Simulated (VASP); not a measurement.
The system is InSbTe3.

```
In Sb Te
1.0
     6.47329    0.00000    0.00000
    -3.23664    5.60603    0.00000
     0.00000    0.00000    5.53388
In Sb Te
1 1 3
Direct
  0.00000 0.00000 0.50000
  0.00000 0.00000 0.00000
  0.50000 0.00000 0.50000
  0.00000 0.50000 0.50000
  0.50000 0.50000 0.50000
```

The cell was generated, and may not be a known phase.

* Program: VASP 6.6.1
* Task: relaxation of cell and atoms
* Functional: PBE
* Potentials or basis: VASP PAW PBE potentials, release 64 (In_d, Sb, Te)
* Cutoff: 600 eV
* k mesh: 6 × 6 × 8
* Occupations: gaussian, width 0.1 eV
* Spin: no spin polarisation

At the start: pressure 0.0 GPa; volume 40.16 Å³/atom.

How do energy, volume and symmetry change on relaxing?

Over 4 steps the energy falls by 3.6 meV/atom and the volume is 40.47 Å³/atom (+0.8 %); space group P6/mmm (No. 191, to 0.1 Å) before and after.

Step by step:
```tsv
step	energy change (eV)	largest force (eV/Å)	pressure (GPa)	volume (Å³)
1	0.0000	0.0000	0.00	200.82
2	-0.0171	0.0000	0.18	200.80
3	-0.0172	0.0000	0.21	200.79
4	-0.0181	0.0000	-0.02	202.35
```

Final structure:
```
In Sb Te
1.0
     6.43547    0.00000    0.00000
    -3.21773    5.57328    0.00000
     0.00000    0.00000    5.64178
In Sb Te
1 1 3
Direct
  0.00000 0.00000 0.50000
  0.00000 0.00000 0.00000
  0.50000 0.00000 0.50000
  0.00000 0.50000 0.50000
  0.50000 0.50000 0.50000
```
